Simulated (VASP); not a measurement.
# Au (P6_3/mmc) in VASP: further runs

Au is run at these levels: LDA; tasks: electric field gradients.

Everything below comes from runs of VASP 6.6.1. Logs are shortened: lines on timing, memory, paths and dates and some standing lists are left out, and cuts for length are marked.

## Step 1: The cell of the first run

The structure is hexagonal, space group P6_3/mmc (No. 194). Conventional cell: a = 2.938 Å, b = 2.938 Å, c = 4.944 Å, α = 90.00°, β = 90.00°, γ = 120.00°. Within 3.9 Å of Au (site symmetry -6m2) lie 12 Au at 2.94 to 3.00 Å.

This isn't the form of Au at room conditions, which is fcc.

## Step 2: Electric field gradients, LDA (18.48 Å³/atom)

Input file INCAR:

```
SYSTEM = Au
PREC = Accurate ; ENCUT = 520
EDIFF = 1E-8 ; ISMEAR = -1
SIGMA = 0.03 ; LREAL = .False.
LASPH = .True. ; NELM = 60
ALGO = Normal ; ISIF = 2
LWAVE = .False. ; LCHARG = .False.
GGA = CA ; LEFG = .True.
NBANDS = 18
```

Input file KPOINTS:

```
regular mesh
0
Gamma
  14 14 8
  0 0 0
```

Input file POSCAR:

```
Au
1.0
    2.9381606606      0.0000000000      0.0000000000
   -1.4690803303      2.5445217725      0.0000000000
    0.0000000000      0.0000000000      4.9442178906
Au
2
Direct
    0.3333333333      0.6666666667      0.7500000000
    0.6666666667      0.3333333333      0.2500000000
```

Potentials or basis: VASP PAW LDA potentials, release 64 (Au).

Command:

```sh
> cat potpaw_LDA.64/Au/POTCAR > POTCAR
> mpirun -np 1 vasp_std > vasp.out
```

OUTCAR:

```text
SYSTEM = Au
   PREC = Accurate
   ENCUT = 520
   EDIFF = 1E-8
   ISMEAR = -1
   LREAL = .False.
   LASPH = .True.
   NELM = 60
   ISIF = 2
   GGA = CA

 ion  position               nearest neighbor table
   1  0.333  0.667  0.750-   2 3.00   2 3.00   2 3.00   2 3.00   2 3.00   2 3.00
   2  0.667  0.333  0.250-   1 3.00   1 3.00   1 3.00   1 3.00   1 3.00   1 3.00

  LATTYP: Found a hexagonal cell.
 ALAT       =     2.9381606606
 C/A-ratio  =     1.6827595430

  Lattice vectors:

 A1 = (   2.9381606606,   0.0000000000,   0.0000000000)
 A2 = (  -1.4690803303,   2.5445217725,   0.0000000000)
 A3 = (   0.0000000000,   0.0000000000,   4.9442178906)

Analysis of symmetry for initial positions (statically):
=====================================================================
 Subroutine PRICEL returns:
 Original cell was already a primitive cell.

 Routine SETGRP: Setting up the symmetry group for a
 hexagonal supercell.

 Subroutine GETGRP returns: Found 24 space group operations
 (whereof 12 operations were pure point group operations)
 out of a pool of 24 trial point group operations.

The static configuration has the point symmetry D_3d.
 The point group associated with its full space group is D_6h.

Analysis of symmetry for dynamics (positions and initial velocities):
=====================================================================
 Subroutine PRICEL returns:
 Original cell was already a primitive cell.

 Routine SETGRP: Setting up the symmetry group for a
 hexagonal supercell.

 Subroutine GETGRP returns: Found 24 space group operations
 (whereof 12 operations were pure point group operations)
 out of a pool of 24 trial point group operations.

The dynamic configuration has the point symmetry D_3d.
 The point group associated with its full space group is D_6h.

 Subroutine INISYM returns: Found 24 space group operations
 (whereof 12 operations are pure point group operations),
 and found     1 'primitive' translations

----------------------------------------------------------------------------------------

                                     Primitive cell

  volume of cell :      36.9640

  direct lattice vectors                    reciprocal lattice vectors
     2.938160661  0.000000000  0.000000000     0.340348985  0.196500578  0.000000000
    -1.469080330  2.544521773  0.000000000     0.000000000  0.393001157  0.000000000
     0.000000000  0.000000000  4.944217891     0.000000000  0.000000000  0.202256458

  length of vectors
     2.938160661  2.938160661  4.944217891     0.393001157  0.393001157  0.202256458

  position of ions in fractional coordinates (direct lattice)
     0.333333333  0.666666667  0.750000000
     0.666666667  0.333333333  0.250000000

  ion indices of the primitive-cell ions
   primitive index   ion index
                 1           1
                 2           2

----------------------------------------------------------------------------------------

 KPOINTS: regular mesh

Automatic generation of k-mesh.
 Grid dimensions read from file:
 generate k-points for:   14   14    8

 Generating k-lattice:

  Cartesian coordinates                     Fractional coordinates (reciprocal lattice)
     0.024310642  0.014035756  0.000000000     0.071428571  0.000000000  0.000000000
     0.000000000  0.028071511  0.000000000     0.000000000  0.071428571  0.000000000
     0.000000000  0.000000000  0.025282057     0.000000000  0.000000000  0.125000000

  Length of vectors
     0.028071511  0.028071511  0.025282057

  Shift w.r.t. Gamma in fractional coordinates (k-lattice)
     0.000000000  0.000000000  0.000000000

 Subroutine IBZKPT returns following result:
 ===========================================

 Found    120 irreducible k-points:

 Following reciprocal coordinates:
            Coordinates               Weight
  0.000000  0.000000  0.000000      1.000000
  0.071429  0.000000  0.000000      6.000000
  0.142857 -0.000000  0.000000      6.000000
  0.214286 -0.000000  0.000000      6.000000
  0.285714 -0.000000  0.000000      6.000000
  0.357143 -0.000000  0.000000      6.000000
[... 16 lines left out ...]
  0.285714  0.285714  0.000000      6.000000
  0.357143  0.285714  0.000000      6.000000
 [... further k-points ...]
   k-points           NKPTS =    120   k-points in BZ     NKDIM =    120   number of bands    NBANDS=     18
   number of dos      NEDOS =    301   number of ions     NIONS =      2
   total plane-waves  NPLWV =  23040
   dimension x,y,z NGX =    24 NGY =   24 NGZ =   40
   dimension x,y,z NGXF=    48 NGYF=   48 NGZF=   80
   ions per type =               2
   NGX,Y,Z   is equivalent  to a cutoff of  13.58, 13.58, 13.45 a.u.
   NGXF,Y,Z  is equivalent  to a cutoff of  27.16, 27.16, 26.90 a.u.
 SYSTEM =  Au
   PREC   = accura    normal or accurate (medium, high low for compatibility)
   ISTART =      0    job   : 0-new  1-cont  2-samecut
   ICHARG =      2    charge: 1-file 2-atom 10-const
   ISPIN  =      1    spin polarized calculation?
   LNONCOLLINEAR =      F non collinear calculations
   LSORBIT =      F    spin-orbit coupling
   LASPH  =      T    aspherical Exc in radial PAW
   ENCUT  =  520.0 eV  38.22 Ry    6.18 a.u.   5.46  5.46  9.19*2*pi/ulx,y,z
   NELM   =     60;   NELMIN=  2; NELMDL= -5     # of ELM steps
   EDIFF  = 0.1E-07   stopping-criterion for ELM
   LREAL  =      F    real-space projection
   EDIFFG = 0.1E-06   stopping-criterion for IOM
   NSW    =      0    number of steps for IOM
   IBRION =     -1    ionic relax: 0-MD 1-quasi-New 2-CG
   NFREE  =      0    steps in history (QN), initial steepest desc. (CG)
   ISIF   =      2    stress and relaxation
   ISYM   =      2    0-nonsym 1-usesym 2-fastsym
   POTIM  = 0.5000    time-step for ionic-motion
   TEBEG  =    0.0;   TEEND  =   0.0 temperature during run
   PSTRESS=    0.0 pullay stress
   NELECT =      22.0000    total number of electrons
   NUPDOWN=      -1.0000    fix difference up-down
   EMIN   =  10.00;   EMAX   =-10.00  energy-range for DOS
   EFERMI =   0.00;   METHOD = LEGACY
   ISMEAR =    -1;   SIGMA  =   0.03  broadening in eV -4-tet -1-fermi 0-gaus
   EFERMI_NEDOS =   21; number of points for ismear=-14 and -15
   IALGO  =     38    algorithm
   IMIX   =      4    mixing-type and parameters
     AMIX     =   0.40;   BMIX     =  1.00
     AMIX_MAG =   1.60;   BMIX_MAG =  1.00
  volume/ion in A,a.u.               =      18.48       124.72
  Fermi-wavevector in a.u.,A,eV,Ry     =   1.377070  2.602285 25.801017  1.896321
  Thomas-Fermi vector in A             =   2.502257
   LORBIT       =      0    0 simple, 1 ext, 2 COOP (PROOUT), +10 PAW based schemes
   GGA     = CA    functional components
   LHFCALC =     F    Hartree Fock is set to
   AEXX    =    0.0000 exact exchange contribution
   IVDW    =     0    specifies the selected vdW correction
   LEPSILON=     F    determine dielectric tensor
   LRPA    =     F    only Hartree local field effects (RPA)
 non-spin polarized calculation
  energy-cutoff  :      520.00
  volume of cell :       36.96
 maximum number of plane-waves:      1026
 NGX is ok and might be reduce to    24
   NGX = 11   NGY = 11   NGZ = 19

 number of electron      21.9999998 magnetization

 Free energy of the ion-electron system (eV)
  ---------------------------------------------------
  ext. energy  EPLUGINS =         0.00000000
  ---------------------------------------------------
  free energy    TOTEN  =        -8.67814193 eV

  energy without entropy =       -8.67434147  energy(sigma->0) =       -8.67624170

 E-fermi :   7.9339     XC(G=0): -12.5167

 val. band max:        7.9143696035   @ k =   0.3571   0.1429   0.2500
 cond. band min:       7.9344372370   @ k =   0.2857   0.2143   0.2500
 fundamental gap:      0.0200676335
 Fermi energy:         7.9339294683

 k-point     1 :       0.0000    0.0000    0.0000
  band No.  band energies     occupation
      1      -1.1185      2.00000
      2       1.2321      2.00000
      3       3.5105      2.00000
      4       3.7732      2.00000
      5       3.7732      2.00000
      6       4.0410      2.00000
[... 10 lines left out ...]
     17      25.5793      0.00000
     18      25.5793      0.00000

 k-point     2 :       0.0714    0.0000    0.0000
  band No.  band energies     occupation
      1      -0.9673      2.00000
      2       1.3561      2.00000
      3       3.4661      2.00000
      4       3.8088      2.00000
      5       3.8697      2.00000
      6       3.9917      2.00000
[... 10 lines left out ...]
     17      24.7757      0.00000
     18      25.3517      0.00000
[... 442 lines left out ...]
 k-point    24 :       0.3571    0.2857    0.0000
  band No.  band energies     occupation
      1       2.3891      2.00000
      2       2.7665      2.00000
      3       2.8167      2.00000
      4       3.4114      2.00000
      5       3.6176      2.00000
      6       3.7351      2.00000
[... 10 lines left out ...]
     17      18.4420      0.00000
     18      18.7066      0.00000

 [... further k-points ...]
[... 5 lines left out ...]
  --------------------------------------------------------------------------------------
  -------------------------------------------------------------------------------------
  Total       -3.4153289     -3.4153289     -3.3173490      0.0000000      0.0000000      0.0000000
  in kB     -148.0347954   -148.0347954   -143.7879294      0.0000000      0.0000000      0.0000000
  external PRESSURE =    -146.6191734 kB  Pullay stress =       0.0000000 kB

 VOLUME and BASIS-vectors are now :
 -----------------------------------------------------------------------------
  energy-cutoff  :      520.00
  volume of cell :       36.96
      direct lattice vectors                 reciprocal lattice vectors
     2.938160661  0.000000000  0.000000000     0.340348985  0.196500578  0.000000000
    -1.469080330  2.544521773  0.000000000     0.000000000  0.393001157  0.000000000
     0.000000000  0.000000000  4.944217891     0.000000000  0.000000000  0.202256458

 POSITION                                       TOTAL-FORCE (eV/Angst)
 -----------------------------------------------------------------------------------
     -0.00000      1.69635      3.70816        -0.000000     -0.000000      0.000000
      1.46908      0.84817      1.23605         0.000000      0.000000      0.000000
 -----------------------------------------------------------------------------------
    total drift:                               -0.000000      0.000000     -0.000000

  FREE ENERGIE OF THE ION-ELECTRON SYSTEM (eV)
  ---------------------------------------------------
  free  energy   TOTEN  =        -8.6781419319 eV

  energy  without entropy=       -8.6743414748  energy(sigma->0) =       -8.67624170

 Electric field gradients (V/A^2)
---------------------------------------------------------------------
 ion       V_xx      V_yy      V_zz      V_xy      V_xz      V_yz
---------------------------------------------------------------------
   1      -9.457    -9.457    18.915     0.000     0.000    -0.000
   2      -9.457    -9.457    18.915     0.000    -0.000     0.000
---------------------------------------------------------------------

 Electric field gradients after diagonalization (V/A^2)
 (convention: |V_zz| > |V_xx| > |V_yy|)
----------------------------------------------------------------------
 ion       V_xx      V_yy      V_zz     asymmetry (V_yy - V_xx)/ V_zz
----------------------------------------------------------------------
   1      -9.457    -9.457    18.915       0.000
   2      -9.457    -9.457    18.915       0.000
----------------------------------------------------------------------

           NMR quadrupolar parameters

 Cq : quadrupolar parameter    Cq=e*Q*V_zz/h
 eta: asymmetry parameters     (V_yy - V_xx)/ V_zz
 Q  : nuclear electric quadrupole moment in mb (millibarn)
----------------------------------------------------------------------
 ion       Cq(MHz)       eta       Q (mb)
----------------------------------------------------------------------
   1       0.046       0.000       1.000
   2       0.046       0.000       1.000
----------------------------------------------------------------------
```

It took 49 s on 1 thread of Intel Xeon 8259CL, shared host; peak memory 0.19 GiB.

What came out:

| Item | Value |
| --- | --- |
| Free energy | -8.6781 eV |
| Pressure | -14.7 GPa |
| Band gap on the k mesh | zero (bands 11 and 12 overlap by 6.09 eV) |
| Largest electric field gradient by atom | Au +18.9 V/Å² |

Stress tensor (GPa, compression positive):
```
-14.80   0.00   0.00
  0.00 -14.80   0.00
  0.00   0.00 -14.38
```

Electric field gradients, principal values (V/Å²):
```csv
atom,least,middle,greatest (by size)
1 Au,-9.457,-9.457,18.915
2 Au,-9.457,-9.457,18.915
```

Caveat: the cell stands under tension; without QUAD_EFG the Cq values of the log hold for a quadrupole moment of 1 mb, not for the nuclei; spin-orbit coupling is left out, which moves the levels of the heavy elements.

## Step 3: Electric field gradients, LDA (18.48 Å³/atom)

Input file INCAR:

```
PREC     = Accurate       # precision mode
ENCUT    = 520            # plane-wave cutoff, eV
EDIFF    = 1E-8           # SCF threshold, eV
ISMEAR   = -1             # smearing method
SIGMA    = 0.03           # smearing width, eV
LREAL    = False          # projectors in reciprocal space
LASPH    = True           # aspherical terms in the spheres
NELM     = 100            # most SCF steps
ALGO     = Normal         # electronic algorithm
ISIF     = 2              # what is computed and relaxed
LWAVE    = False          # write WAVECAR
LCHARG   = False          # write CHGCAR
LEFG     = True         
NBANDS   = 18             # bands
```

Input file KPOINTS:

```
Automatic mesh
0
Gamma
  14 14 8
```

POSCAR is that of step 2.

Potentials or basis: VASP PAW LDA potentials, release 64 (Au).

Command:

```sh
> cat potpaw_LDA.64/Au/POTCAR > POTCAR
> mpirun -np 1 vasp_std > vasp.out
```

OUTCAR:

```text
PREC = Accurate
   ENCUT = 520
   EDIFF = 1E-8
   ISMEAR = -1
   LREAL = False
   LASPH = True
   NELM = 100
   ISIF = 2

 ion  position               nearest neighbor table
   1  0.333  0.667  0.750-   2 3.00   2 3.00   2 3.00   2 3.00   2 3.00   2 3.00
   2  0.667  0.333  0.250-   1 3.00   1 3.00   1 3.00   1 3.00   1 3.00   1 3.00

  LATTYP: Found a hexagonal cell.
 ALAT       =     2.9381606606
 C/A-ratio  =     1.6827595430

  Lattice vectors:

 A1 = (   2.9381606606,   0.0000000000,   0.0000000000)
 A2 = (  -1.4690803303,   2.5445217725,   0.0000000000)
 A3 = (   0.0000000000,   0.0000000000,   4.9442178906)

[... 717 lines left out ...]
  free  energy   TOTEN  =        -8.6781419319 eV

  energy  without entropy=       -8.6743414748  energy(sigma->0) =       -8.67624170

 Electric field gradients (V/A^2)
---------------------------------------------------------------------
 ion       V_xx      V_yy      V_zz      V_xy      V_xz      V_yz
---------------------------------------------------------------------
   1      -9.457    -9.457    18.915     0.000     0.000    -0.000
   2      -9.457    -9.457    18.915     0.000    -0.000     0.000
---------------------------------------------------------------------

 Electric field gradients after diagonalization (V/A^2)
 (convention: |V_zz| > |V_xx| > |V_yy|)
----------------------------------------------------------------------
 ion       V_xx      V_yy      V_zz     asymmetry (V_yy - V_xx)/ V_zz
----------------------------------------------------------------------
   1      -9.457    -9.457    18.915       0.000
   2      -9.457    -9.457    18.915       0.000
----------------------------------------------------------------------

           NMR quadrupolar parameters

 Cq : quadrupolar parameter    Cq=e*Q*V_zz/h
 eta: asymmetry parameters     (V_yy - V_xx)/ V_zz
 Q  : nuclear electric quadrupole moment in mb (millibarn)
----------------------------------------------------------------------
 ion       Cq(MHz)       eta       Q (mb)
----------------------------------------------------------------------
   1       0.046       0.000       1.000
   2       0.046       0.000       1.000
----------------------------------------------------------------------
```

OSZICAR:

```text
N       E                     dE             d eps       ncg     rms          rms(c)
DAV:   1     0.119517478125E+03    0.11952E+03   -0.11597E+04  4320   0.118E+03
DAV:   2    -0.718463196991E+01   -0.12670E+03   -0.12075E+03  4596   0.256E+02
DAV:   3    -0.932316006206E+01   -0.21385E+01   -0.21253E+01  5118   0.332E+01
DAV:   4    -0.933246027619E+01   -0.93002E-02   -0.92983E-02  4862   0.230E+00
DAV:   5    -0.933254251447E+01   -0.82238E-04   -0.82239E-04  4770   0.232E-01    0.106E+01
DAV:   6    -0.871348584108E+01    0.61906E+00   -0.12868E+00  4440   0.101E+01    0.696E+00
DAV:   7    -0.868340230419E+01    0.30084E-01   -0.57616E-02  4874   0.206E+00    0.346E+00
DAV:   8    -0.867813670166E+01    0.52656E-02   -0.34326E-03  4540   0.509E-01    0.269E-01
DAV:   9    -0.867813981367E+01   -0.31120E-05   -0.15597E-05  4972   0.326E-02    0.166E-02
DAV:  10    -0.867814196547E+01   -0.21518E-05   -0.16689E-06  4790   0.120E-02    0.715E-03
DAV:  11    -0.867814193070E+01    0.34772E-07   -0.34489E-08  4728   0.112E-03    0.602E-04
DAV:  12    -0.867814193193E+01   -0.12324E-08   -0.62791E-10  2610   0.201E-04
   1 F= -.86781419E+01 E0= -.86762417E+01  d E =-.380046E-02
```

Run time: 52 s. Hardware: 1 thread of Intel Xeon 8259CL, shared host; peak memory 0.19 GiB.

Results:

```yaml
Free_energy: -8.6781 eV
Pressure: -14.7 GPa
Band_gap_on_the_k_mesh: zero (bands 11 and 12 overlap by 6.09 eV)
Largest_electric_field_gradient_by_atom: Au +18.9 V/Å²
```

Levels at points of the mesh, in eV from the Fermi level:
```csv
k point,band 8,band 9,band 10,band 11,band 12,band 13,band 14,band 15
"(0.00, 0.00, 0.00)",-3.26,-3.26,-2.07,-2.07,-0.79,2.29,14.63,15.58
"(0.50, 0.00, 0.00)",-1.87,-1.79,-1.64,0.38,1.41,5.50,6.75,6.99
"(0.00, 0.00, 0.50)",-4.19,-2.48,-2.48,-2.48,-2.48,10.05,10.05,14.88
"(0.50, 0.00, 0.50)",-2.25,-1.70,-1.70,0.62,0.62,3.56,3.56,12.79
```

Electric field gradients, principal values (V/Å²):
```tsv
atom	least	middle	greatest (by size)
1 Au	-9.457	-9.457	18.915
2 Au	-9.457	-9.457	18.915
```

Caveat: the cell stands under tension; without QUAD_EFG the Cq values of the log hold for a quadrupole moment of 1 mb, not for the nuclei; spin-orbit coupling is left out, which moves the levels of the heavy elements.
